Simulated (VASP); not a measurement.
Wanted: the native input for a VASP 6.6.1 run.

```yaml
Task: electric field gradients
Functional: PBEsol
Potentials_or_basis: VASP PAW PBE potentials, release 64 (Cd)
Cutoff: 520 eV
k_mesh: 14 × 14 × 7
Occupations: fermi-dirac, width 0.05 eV
Spin: no spin polarisation
Dipole_correction: no
Further_INCAR_settings: ALGO = Normal; EDIFF = 1e-08; NBANDS = 19
```

The structure of Cd lies in POSCAR:

```
Cd
1.0
    3.0180726944      0.0000000000      0.0000000000
   -1.5090363471      2.6137276237      0.0000000000
    0.0000000000      0.0000000000      5.6915749249
Cd
2
Direct
    0.3333333333      0.6666666667      0.2500000000
    0.6666666667      0.3333333333      0.7500000000
```

This cell differs from its parent crystal: volume scaled by 1.04.

These files were run (other wordings do the same):

INCAR

```
SYSTEM = Cd
PREC     = Accurate       ! precision mode
ENCUT    = 520            ! plane-wave cutoff, eV
EDIFF    = 1E-8           ! SCF threshold, eV
ISMEAR   = -1             ! smearing method
SIGMA    = 0.05           ! smearing width, eV
LREAL    = .False.        ! projectors in reciprocal space
LASPH    = .True.         ! aspherical terms in the spheres
NELM     = 80             ! most SCF steps
ALGO     = Normal         ! electronic algorithm
ISIF     = 2              ! what is computed and relaxed
LWAVE    = .False.        ! write WAVECAR
LCHARG   = .False.        ! write CHGCAR
GGA      = PS             ! functional
LEFG     = .True.       
NBANDS   = 19             ! bands
```

KPOINTS

```
regular mesh
0
Gamma
  14 14 7
  0 0 0
```

Potentials or basis: VASP PAW PBE potentials, release 64 (Cd).

Launch:

```bash
$ cat potpaw_PBE.64/Cd/POTCAR > POTCAR
$ mpirun -np 1 vasp_std > vasp.out
```

It gave:

```
Pressure               : -3.0 GPa
Band gap on the k mesh : zero (band 12 reaches 3.78 eV, above the bottom of band 13 at -0.38 eV)
```

Caveat: without QUAD_EFG the Cq values of the log hold for a quadrupole moment of 1 mb, not for the nuclei; the PAW data sets were made with another functional, which shifts forces and pressure a little.

Wall time 29 s on 1 thread of Intel(R) Xeon(R) Platinum 8488C (Sapphire Rapids), on a shared host, peak memory 0.2 GiB.
